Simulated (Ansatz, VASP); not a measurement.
## Two plane-wave programs on B2SbP3

```xyz
6
Lattice="4.3509 0.0000 0.0000 -2.1755 3.7680 0.0000 0.0000 0.0000 5.7276" Properties=species:S:1:pos:R:3 pbc="T T T"
B     0.0000    2.5120    3.3376
B     2.1755    1.2560    3.3376
Sb    0.0000    0.0000    2.6724
P     0.0000    2.5120    5.2870
P     2.1755    1.2560    5.2870
P     0.0000    0.0000   -0.0494
```

Alike in both runs: functional PBE; k mesh 6 × 6 × 4; occupations gaussian, width 0.1 eV; no spin polarisation.

Ansatz relaxed the structure, and its values are those at the end. VASP's run is a single point on that final structure, the one shown.

```csv
,VASP,Ansatz
version,VASP 6.6.1,Ansatz 0.2.0
potentials or method,"VASP PAW PBE potentials, release 64 (B, Sb, P), cutoff 520 eV","scalar-relativistic, plane waves, PAW"
valence electrons in the cell,26,36
```

|  | VASP | Ansatz | Ansatz less VASP |
| --- | --- | --- | --- |
| gap on the k mesh at the Fermi level (eV) | none | none | - |
| pressure (GPa) | -0.2 | -0.1 | +0.13 |
| rms of the force components (eV/Å) | 0.008 | 0.001 | -0.0066 |

A gap of «none» marks a metal or a gap that the smearing closes. VASP's potentials hold 26 valence electrons a cell and Ansatz's 36, so a difference there can come from the potentials and not from the codes.

Spin-orbit coupling is off throughout.
